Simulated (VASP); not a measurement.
Input of a VASP 6.6.1 run:

INCAR

```
SYSTEM = LuMnIn
PREC = Accurate
ENCUT = 520
EDIFF = 1E-7
ISMEAR = -1
SIGMA = 0.05
LREAL = .False.
LASPH = .True.
NELM = 150
ALGO = Normal
ISIF = 2
LWAVE = .False.
LCHARG = .True.
ISPIN = 2
MAGMOM = 0 0 4
LORBIT = 11
LMAXMIX = 4
GGA = PE
LELF = .True.
LVHAR = .True.
NBANDS = 36
```

The input KPOINTS:

```
Automatic mesh
0
Gamma
  7 7 8
  0 0 0
```

POSCAR

```
LuMnIn
1.0
    4.7342859571      0.0000000000      0.0000000000
   -2.3671429785      4.1000119076      0.0000000000
    0.0000000000      0.0000000000      3.3991342113
Lu In Mn
1 1 1
Direct
    0.0000000000      0.0000000000      0.0000000000
    0.6666666667      0.3333333333      0.5000000000
    0.3333333333      0.6666666667      0.5000000000
```

Potentials or basis: VASP PAW PBE potentials, release 64 (Lu, In_d, Mn_pv).

Command:

```sh
$ cat potpaw_PBE.64/Lu/POTCAR potpaw_PBE.64/In_d/POTCAR potpaw_PBE.64/Mn_pv/POTCAR > POTCAR
$ mpirun -np 1 vasp_std > vasp.out
```

(1) What does it give for the net moment?

(2) Predict the pressure.

Results:

(1) 3.51 μB per cell.

(2) 0.2 GPa.
